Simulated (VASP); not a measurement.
Write the native input for VASP 6.6.1 that does the following.

* Task: relaxation of cell and atoms
* Functional: PBE
* Potentials or basis: VASP PAW PBE potentials, release 64 (Zn, Se)
* Cutoff: 600 eV
* k mesh: 8 × 8 × 8
* Occupations: gaussian, width 0.1 eV
* Spin: no spin polarisation
* Dipole correction: no
* Further INCAR settings: ALGO = Normal; EDIFF = 1e-06; IBRION = 2; EDIFFG = -0.01; NSW = 100; ISIF = 3

The structure of Zn4Se lies in POSCAR:

```
Zn4Se
1.0
    4.6408527061      0.0000000000      0.0000000000
    0.0000000000      4.6408527061      0.0000000000
    0.0000000000      0.0000000000      4.6408527061
Zn Se
4 1
Direct
    0.3033772616      0.3033772616      0.3033772616
    0.6966227384      0.6966227384      0.3033772616
    0.3033772616      0.6966227384      0.6966227384
    0.6966227384      0.3033772616      0.6966227384
    0.0000000000      0.0000000000      0.0000000000
```

These files were run (other wordings do the same):

INCAR

```
  ALGO = Normal
  EDIFF = 1E-6
  EDIFFG = -0.01
  ENCUT = 600
  GGA = PE
  IBRION = 2
  ISIF = 3
  ISMEAR = 0
  LASPH = True
  LCHARG = False
  LREAL = False
  LWAVE = False
  NELM = 60
  NSW = 100
  PREC = Accurate
  SIGMA = 0.1
```

KPOINTS

```
k-points
0
Gamma
  8 8 8
```

Potentials or basis: VASP PAW PBE potentials, release 64 (Zn, Se).

Run with:

```bash
$ cat potpaw_PBE.64/Zn/POTCAR potpaw_PBE.64/Se/POTCAR > POTCAR
$ mpirun -np 1 vasp_std > vasp.out
```

It gave:

```
Relaxed volume                         : 19.95 Å³/atom
Relaxed cell                           : a = 4.637 Å, b = 4.637 Å, c = 4.637 Å, α = 90.00°, β = 90.00°, γ = 90.00°
Space group after relaxing (to 0.05 Å) : P-43m (No. 215)
Energy gained by relaxing              : 0.0 meV/atom
Ionic steps                            : 2
Pressure after relaxing                : 0.0 GPa
Largest force after relaxing           : 0.007 eV/Å
Band gap on the k mesh                 : zero (band 27 reaches 3.22 eV, above the bottom of band 28 at -0.41 eV)
```

Run time: 96 s on 1 thread of Intel(R) Xeon(R) 6975P-C (Granite Rapids) (shared host), peak memory 0.31 GiB.
